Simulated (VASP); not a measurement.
# SrO (P6_3mc) in VASP: notebook

The runs below take SrO through single point, with PBE.

Program: VASP 6.6.1. These are calculated values, not measurements. Logs are shortened: lines on timing, memory, paths and dates and some standing lists are left out, and cuts for length are marked.

### Step 1. The cell of the first run

Symmetry: P6_3mc, No. 186, hexagonal system. The conventional cell has a = 4.188 Å, b = 4.188 Å, c = 5.050 Å, α = 90.00°, β = 90.00°, γ = 120.00°. Within 3.2 Å of Sr (site symmetry 3m) lie 5 O at 2.42 to 2.53 Å. O (site symmetry 3m) has 5 Sr at 2.42 to 2.53 Å within 3.2 Å.

### Step 2. Single point, PBE

Input file INCAR:

```
PREC = Accurate ; ENCUT = 520
EDIFF = 1E-6 ; ISMEAR = -1
SIGMA = 0.05 ; LREAL = False
LASPH = True ; NELM = 60
ALGO = Normal ; ISIF = 2
LWAVE = False ; LCHARG = False
GGA = PE ; NBANDS = 24
```

Input file KPOINTS:

```
regular mesh
0
Gamma
  7 7 5
```

Input file POSCAR:

```
SrO
1.0
    4.1881873621      0.0000000000      0.0000000000
   -2.0940936810      3.6270766513      0.0000000000
    0.0000000000      0.0000000000      5.0503492344
Sr O
2 2
Direct
    0.6666666667      0.3333333333      0.4381277000
    0.3333333333      0.6666666667      0.9381277000
    0.6666666667      0.3333333333      0.9368723000
    0.3333333333      0.6666666667      0.4368723000
```

Potentials or basis: VASP PAW PBE potentials, release 64 (Sr_sv, O).

Started as:

```console
$ cat potpaw_PBE.64/Sr_sv/POTCAR potpaw_PBE.64/O/POTCAR > POTCAR
$ mpirun -np 1 vasp_std > vasp.out
```

OUTCAR:

```text
PREC = Accurate
   ENCUT = 520
   EDIFF = 1E-6
   ISMEAR = -1
   LREAL = False
   LASPH = True
   NELM = 60
   ISIF = 2
   GGA = PE

 ion  position               nearest neighbor table
   1  0.667  0.333  0.438-   4 2.42   4 2.42   4 2.42   3 2.52   3 2.53   2 3.50   2 3.50   2 3.50
                             2 3.50   2 3.50   2 3.50
   2  0.333  0.667  0.938-   3 2.42   3 2.42   3 2.42   4 2.52   4 2.53   1 3.50   1 3.50   1 3.50
                             1 3.50   1 3.50   1 3.50
   3  0.667  0.333  0.937-   2 2.42   2 2.42   2 2.42   1 2.52   1 2.53
   4  0.333  0.667  0.437-   1 2.42   1 2.42   1 2.42   2 2.52   2 2.53

  LATTYP: Found a hexagonal cell.
 ALAT       =     4.1881873621
 C/A-ratio  =     1.2058556119

  Lattice vectors:

 A1 = (   4.1881873621,   0.0000000000,   0.0000000000)
 A2 = (  -2.0940936810,   3.6270766513,   0.0000000000)
 A3 = (   0.0000000000,   0.0000000000,   5.0503492344)

Analysis of symmetry for initial positions (statically):
=====================================================================
 Subroutine PRICEL returns:
 Original cell was already a primitive cell.

 Routine SETGRP: Setting up the symmetry group for a
 hexagonal supercell.

 Subroutine GETGRP returns: Found 12 space group operations
 (whereof  6 operations were pure point group operations)
 out of a pool of 24 trial point group operations.

The static configuration has the point symmetry C_3v.
 The point group associated with its full space group is C_6v.

Analysis of symmetry for dynamics (positions and initial velocities):
=====================================================================
 Subroutine PRICEL returns:
 Original cell was already a primitive cell.

 Routine SETGRP: Setting up the symmetry group for a
 hexagonal supercell.

 Subroutine GETGRP returns: Found 12 space group operations
 (whereof  6 operations were pure point group operations)
 out of a pool of 24 trial point group operations.

The dynamic configuration has the point symmetry C_3v.
 The point group associated with its full space group is C_6v.

 Subroutine INISYM returns: Found 12 space group operations
 (whereof  6 operations are pure point group operations),
 and found     1 'primitive' translations

----------------------------------------------------------------------------------------

                                     Primitive cell

  volume of cell :      76.7192

  direct lattice vectors                    reciprocal lattice vectors
     4.188187362  0.000000000  0.000000000     0.238766777  0.137852063  0.000000000
    -2.094093681  3.627076651  0.000000000     0.000000000  0.275704127  0.000000000
     0.000000000  0.000000000  5.050349234     0.000000000  0.000000000  0.198006109

  length of vectors
     4.188187362  4.188187362  5.050349234     0.275704127  0.275704127  0.198006109

  position of ions in fractional coordinates (direct lattice)
     0.666666667  0.333333333  0.438127700
     0.333333333  0.666666667  0.938127700
     0.666666667  0.333333333  0.936872300
     0.333333333  0.666666667  0.436872300

  ion indices of the primitive-cell ions
   primitive index   ion index
                 1           1
                 2           2
                 3           3
                 4           4

----------------------------------------------------------------------------------------

 KPOINTS: regular mesh

Automatic generation of k-mesh.
 Grid dimensions read from file:
 generate k-points for:    7    7    5

 Generating k-lattice:

  Cartesian coordinates                     Fractional coordinates (reciprocal lattice)
     0.034109540  0.019693152  0.000000000     0.142857143 -0.000000000  0.000000000
     0.000000000  0.039386304  0.000000000     0.000000000  0.142857143  0.000000000
     0.000000000  0.000000000  0.039601222     0.000000000  0.000000000  0.200000000

  Length of vectors
     0.039386304  0.039386304  0.039601222

  Shift w.r.t. Gamma in fractional coordinates (k-lattice)
     0.000000000  0.000000000  0.000000000

 Subroutine IBZKPT returns following result:
 ===========================================

 Found     24 irreducible k-points:

 Following reciprocal coordinates:
            Coordinates               Weight
  0.000000  0.000000  0.000000      1.000000
  0.142857  0.000000  0.000000      6.000000
  0.285714 -0.000000  0.000000      6.000000
  0.428571 -0.000000  0.000000      6.000000
  0.142857  0.142857  0.000000      6.000000
  0.285714  0.142857  0.000000     12.000000
[... 16 lines left out ...]
  0.428571  0.142857  0.400000     12.000000
  0.285714  0.285714  0.400000     12.000000
   k-points           NKPTS =     24   k-points in BZ     NKDIM =     24   number of bands    NBANDS=     24
   number of dos      NEDOS =    301   number of ions     NIONS =      4
   total plane-waves  NPLWV =  40960
   dimension x,y,z NGX =    32 NGY =   32 NGZ =   40
   dimension x,y,z NGXF=    64 NGYF=   64 NGZF=   80
   ions per type =               2   2
   NGX,Y,Z   is equivalent  to a cutoff of  12.70, 12.70, 13.17 a.u.
   NGXF,Y,Z  is equivalent  to a cutoff of  25.40, 25.40, 26.33 a.u.
 SYSTEM =  unknown system
   PREC   = accura    normal or accurate (medium, high low for compatibility)
   ISTART =      0    job   : 0-new  1-cont  2-samecut
   ICHARG =      2    charge: 1-file 2-atom 10-const
   ISPIN  =      1    spin polarized calculation?
   LNONCOLLINEAR =      F non collinear calculations
   LSORBIT =      F    spin-orbit coupling
   LASPH  =      T    aspherical Exc in radial PAW
   ENCUT  =  520.0 eV  38.22 Ry    6.18 a.u.   7.79  7.79  9.39*2*pi/ulx,y,z
   NELM   =     60;   NELMIN=  2; NELMDL= -5     # of ELM steps
   EDIFF  = 0.1E-05   stopping-criterion for ELM
   LREAL  =      F    real-space projection
   EDIFFG = 0.1E-04   stopping-criterion for IOM
   NSW    =      0    number of steps for IOM
   IBRION =     -1    ionic relax: 0-MD 1-quasi-New 2-CG
   NFREE  =      0    steps in history (QN), initial steepest desc. (CG)
   ISIF   =      2    stress and relaxation
   ISYM   =      2    0-nonsym 1-usesym 2-fastsym
   POTIM  = 0.5000    time-step for ionic-motion
   TEBEG  =    0.0;   TEEND  =   0.0 temperature during run
   PSTRESS=    0.0 pullay stress
   NELECT =      32.0000    total number of electrons
   NUPDOWN=      -1.0000    fix difference up-down
   EMIN   =  10.00;   EMAX   =-10.00  energy-range for DOS
   EFERMI =   0.00;   METHOD = LEGACY
   ISMEAR =    -1;   SIGMA  =   0.05  broadening in eV -4-tet -1-fermi 0-gaus
   EFERMI_NEDOS =   21; number of points for ismear=-14 and -15
   IALGO  =     38    algorithm
   IMIX   =      4    mixing-type and parameters
     AMIX     =   0.40;   BMIX     =  1.00
     AMIX_MAG =   1.60;   BMIX_MAG =  1.00
  volume/ion in A,a.u.               =      19.18       129.43
  Fermi-wavevector in a.u.,A,eV,Ry     =   1.223179  2.311473 20.356592  1.496167
  Thomas-Fermi vector in A             =   2.358299
   LORBIT       =      0    0 simple, 1 ext, 2 COOP (PROOUT), +10 PAW based schemes
   GGA     = PE    functional components
   LHFCALC =     F    Hartree Fock is set to
   AEXX    =    0.0000 exact exchange contribution
   IVDW    =     0    specifies the selected vdW correction
   LEPSILON=     F    determine dielectric tensor
   LRPA    =     F    only Hartree local field effects (RPA)
 non-spin polarized calculation
  energy-cutoff  :      520.00
  volume of cell :       76.72
 maximum number of plane-waves:      2084
 NGX is ok and might be reduce to    32
   NGX = 15   NGY = 15   NGZ = 19

 number of electron      32.0000004 magnetization

 Free energy of the ion-electron system (eV)
  ---------------------------------------------------
  ext. energy  EPLUGINS =         0.00000000
  ---------------------------------------------------
  free energy    TOTEN  =       -23.77743641 eV

  energy without entropy =      -23.77743641  energy(sigma->0) =      -23.77743641

 E-fermi :   2.0528     XC(G=0):  -9.2086

 val. band max:        1.0141132844   @ k =   0.0000   0.0000   0.0000
 cond. band min:       3.8356642951   @ k =   0.0000   0.0000   0.0000
 fundamental gap:      2.8215510107
 Fermi energy:         2.0528316289

 k-point     1 :       0.0000    0.0000    0.0000
  band No.  band energies     occupation
      1     -31.1816      2.00000
      2     -30.9663      2.00000
      3     -14.1292      2.00000
      4     -14.0906      2.00000
      5     -13.8306      2.00000
      6     -13.3485      2.00000
[... 16 lines left out ...]
     23       9.9794      0.00000
     24      10.1683      0.00000

 k-point     2 :       0.1429    0.0000    0.0000
  band No.  band energies     occupation
      1     -31.1677      2.00000
      2     -30.9711      2.00000
      3     -14.4976      2.00000
      4     -14.4031      2.00000
      5     -13.7837      2.00000
      6     -13.3833      2.00000
[... 16 lines left out ...]
     23       9.7300      0.00000
     24       9.8949      0.00000

 k-point     3 :       0.2857   -0.0000    0.0000
  band No.  band energies     occupation
      1     -31.1321      2.00000
      2     -30.9863      2.00000
      3     -14.9586      2.00000
      4     -14.8502      2.00000
      5     -13.6536      2.00000
      6     -13.4547      2.00000
[... 16 lines left out ...]
     23       9.6510      0.00000
     24      10.1543      0.00000

 k-point     4 :       0.4286   -0.0000    0.0000
  band No.  band energies     occupation
      1     -31.0933      2.00000
      2     -31.0086      2.00000
      3     -15.2205      2.00000
      4     -15.1151      2.00000
      5     -13.5074      2.00000
      6     -13.4993      2.00000
[... 16 lines left out ...]
     23      10.0390      0.00000
     24      10.1598      0.00000

 k-point     5 :       0.1429    0.1429    0.0000
  band No.  band energies     occupation
      1     -31.1428      2.00000
      2     -30.9812      2.00000
      3     -14.8439      2.00000
      4     -14.7460      2.00000
      5     -13.6939      2.00000
      6     -13.4517      2.00000
[... 16 lines left out ...]
     23       9.8485      0.00000
     24      10.0106      0.00000

 k-point     6 :       0.2857    0.1429    0.0000
  band No.  band energies     occupation
      1     -31.1036      2.00000
      2     -31.0019      2.00000
      3     -15.1462      2.00000
      4     -15.0623      2.00000
      5     -13.5468      2.00000
      6     -13.5422      2.00000
[... 16 lines left out ...]
     23       9.7741      0.00000
     24      10.3076      0.00000
[... 379 lines left out ...]
 k-point    21 :       0.1429    0.1429    0.4000
  band No.  band energies     occupation
      1     -31.0856      2.00000
      2     -31.0356      2.00000
      3     -15.2865      2.00000
      4     -15.2265      2.00000
      5     -13.3002      2.00000
      6     -13.1607      2.00000
[... 16 lines left out ...]
     23       9.9863      0.00000
     24      10.1586      0.00000

 k-point    22 :       0.2857    0.1429    0.4000
  band No.  band energies     occupation
      1     -31.0665      2.00000
      2     -31.0350      2.00000
      3     -15.5270      2.00000
      4     -15.4889      2.00000
      5     -13.3715      2.00000
      6     -13.2076      2.00000
[... 16 lines left out ...]
     23       9.8367      0.00000
     24      10.4268      0.00000

 k-point    23 :       0.4286    0.1429    0.4000
  band No.  band energies     occupation
      1     -31.0553      2.00000
      2     -31.0375      2.00000
      3     -15.6201      2.00000
      4     -15.5927      2.00000
      5     -13.4030      2.00000
      6     -13.2290      2.00000
[... 16 lines left out ...]
     23      10.3535      0.00000
     24      10.5224      0.00000

 k-point    24 :       0.2857    0.2857    0.4000
  band No.  band energies     occupation
      1     -31.0515      2.00000
      2     -31.0391      2.00000
      3     -15.6287      2.00000
      4     -15.6136      2.00000
      5     -13.4591      2.00000
      6     -13.2730      2.00000
[... 16 lines left out ...]
     23      10.5432      0.00000
     24      10.6209      0.00000

------------------------ aborting loop because EDIFF is reached ----------------------------------------

  FORCE on cell =-STRESS in cart. coord.  units (eV):
  Direction    XX          YY          ZZ          XY          YZ          ZX
  --------------------------------------------------------------------------------------
  -------------------------------------------------------------------------------------
  Total        3.0432130      3.0432130      3.4862976      0.0000000      0.0000000      0.0000000
  in kB       63.5533854     63.5533854     72.8066074      0.0000000      0.0000000      0.0000000
  external PRESSURE =      66.6377927 kB  Pullay stress =       0.0000000 kB

 VOLUME and BASIS-vectors are now :
 -----------------------------------------------------------------------------
  energy-cutoff  :      520.00
  volume of cell :       76.72
      direct lattice vectors                 reciprocal lattice vectors
     4.188187362  0.000000000  0.000000000     0.238766777  0.137852063  0.000000000
    -2.094093681  3.627076651  0.000000000     0.000000000  0.275704127  0.000000000
     0.000000000  0.000000000  5.050349234     0.000000000  0.000000000  0.198006109

 POSITION                                       TOTAL-FORCE (eV/Angst)
 -----------------------------------------------------------------------------------
      2.09409      1.20903      2.21270         0.000000     -0.000000     -0.019484
     -0.00000      2.41805      4.73787         0.000000      0.000000     -0.019484
      2.09409      1.20903      4.73153        -0.000000     -0.000000      0.019484
     -0.00000      2.41805      2.20636        -0.000000      0.000000      0.019484
 -----------------------------------------------------------------------------------
    total drift:                               -0.000000      0.000000     -0.000046

  FREE ENERGIE OF THE ION-ELECTRON SYSTEM (eV)
  ---------------------------------------------------
  free  energy   TOTEN  =       -23.7774364150 eV

  energy  without entropy=      -23.7774364149  energy(sigma->0) =      -23.77743641
```

Wall time 40 s (1 thread of Intel Xeon 8259CL, shared host); peak memory 0.21 GiB.

What came out:

```
Free energy            : -23.7774 eV
Pressure               : 6.7 GPa
Largest force          : 0.019 eV/Å
Band gap on the k mesh : 2.82 eV, direct
```

Forces in eV/Å, atoms in the order of the input:
```
Sr   0.000  0.000 -0.019
Sr   0.000  0.000 -0.019
O    0.000  0.000  0.019
O    0.000  0.000  0.019
```

Stress tensor (GPa, compression positive):
```
6.36 0.00 0.00
0.00 6.36 0.00
0.00 0.00 7.28
```

A k mesh can miss the band edges.

### Step 3. Single point, PBE

This run uses another cell than the first one, of 19.59 Å³/atom, 1.021 times its volume.

Input file INCAR:

```
SYSTEM = SrO
ALGO     = Normal         ! electronic algorithm
EDIFF    = 1E-6           ! SCF threshold, eV
ENCUT    = 520            ! plane-wave cutoff, eV
GGA      = PE             ! functional
ISIF     = 2              ! what is computed and relaxed
ISMEAR   = -1             ! smearing method
LASPH    = .TRUE.         ! aspherical terms in the spheres
LCHARG   = .FALSE.        ! write CHGCAR
LREAL    = .FALSE.        ! projectors in reciprocal space
LWAVE    = .FALSE.        ! write WAVECAR
NBANDS   = 24             ! bands
NELM     = 100            ! most SCF steps
PREC     = Accurate       ! precision mode
SIGMA    = 0.05           ! smearing width, eV
```

Input file KPOINTS:

```
k-points
0
G
  7 7 5
  0 0 0
```

Input file POSCAR:

```
SrO
1.0
    4.2176826110      0.0000000000      0.0000000000
   -2.1088413055      3.6526202862      0.0000000000
    0.0000000000      0.0000000000      5.0859162459
Sr O
2 2
Direct
    0.6666666667      0.3333333333      0.4381277000
    0.3333333333      0.6666666667      0.9381277000
    0.6666666667      0.3333333333      0.9368723000
    0.3333333333      0.6666666667      0.4368723000
```

Potentials or basis: VASP PAW PBE potentials, release 64 (Sr_sv, O).

Started as:

```console
$ cat potpaw_PBE.64/Sr_sv/POTCAR potpaw_PBE.64/O/POTCAR > POTCAR
$ mpirun -np 1 vasp_std > vasp.out
```

Run time: 47 s. Hardware: 1 thread of Intel Xeon 8259CL, shared host; peak memory 0.21 GiB.

It converged, with:

```yaml
Free_energy: -23.8362 eV
Pressure: 4.7 GPa
Largest_force: 0.018 eV/Å
Band_gap_on_the_k_mesh: 2.76 eV, direct
```

Forces in eV/Å, atoms in the order of the input:
```
Sr   0.000  0.000 -0.018
Sr   0.000  0.000 -0.018
O    0.000  0.000  0.018
O    0.000  0.000  0.018
```

Stress tensor (GPa, compression positive):
```
4.47 0.00 0.00
0.00 4.47 0.00
0.00 0.00 5.17
```

Levels at points of the mesh, in eV from the valence-band top:
| k point | band 12 | band 13 | band 14 | band 15 | band 16 | band 17 | band 18 | band 19 | band 20 | band 21 |
| --- | --- | --- | --- | --- | --- | --- | --- | --- | --- | --- |
| (0.00, 0.00, 0.00) | -1.13 | -0.93 | -0.93 | -0.27 | 0.00 | 2.76 | 6.20 | 6.20 | 7.34 | 8.24 |

### Step 4. Single point, PBE

This run uses another cell than the first one, of 20.00 Å³/atom, 1.043 times its volume.

Input file INCAR:

```
ALGO = Normal
EDIFF = 1E-6
ENCUT = 520
GGA = PE
ISIF = 2
ISMEAR = -1
LASPH = T
LCHARG = F
LREAL = F
LWAVE = F
NBANDS = 24
NELM = 80
PREC = Accurate
SIGMA = 0.05
```

Input file KPOINTS:

```
k-points
0
Gamma
  7 7 5
```

Input file POSCAR:

```
SrO
1.0
    4.2467709965      0.0000000000      0.0000000000
   -2.1233854983      3.6778115670      0.0000000000
    0.0000000000      0.0000000000      5.1209926388
Sr O
2 2
Direct
    0.6666666667      0.3333333333      0.4381277000
    0.3333333333      0.6666666667      0.9381277000
    0.6666666667      0.3333333333      0.9368723000
    0.3333333333      0.6666666667      0.4368723000
```

Started as:

```console
$ cat potpaw_PBE.64/Sr_sv/POTCAR potpaw_PBE.64/O/POTCAR > POTCAR
$ mpirun -np 1 vasp_std > vasp.out
```

It took 53 s on 1 thread of Intel Xeon 8259CL, shared host; peak memory 0.21 GiB.

Results (log left out):

```
Free energy            : -23.8760 eV
Pressure               : 2.9 GPa
Largest force          : 0.016 eV/Å
Band gap on the k mesh : 2.69 eV, direct
```

Forces on the atoms (eV/Å):
```
Sr   0.000  0.000 -0.016
Sr   0.000  0.000 -0.016
O    0.000  0.000  0.016
O    0.000  0.000  0.016
```

Stress tensor (GPa, compression positive):
```
2.78 0.00 0.00
0.00 2.78 0.00
0.00 0.00 3.27
```

Levels at points of the mesh, in eV from the valence-band top:
```tsv
k point	band 12	band 13	band 14	band 15	band 16	band 17	band 18	band 19	band 20	band 21
(0.00, 0.00, 0.00)	-1.09	-0.91	-0.91	-0.31	0.00	2.69	6.16	6.16	7.22	8.14
```

[end of part 1 of 2]
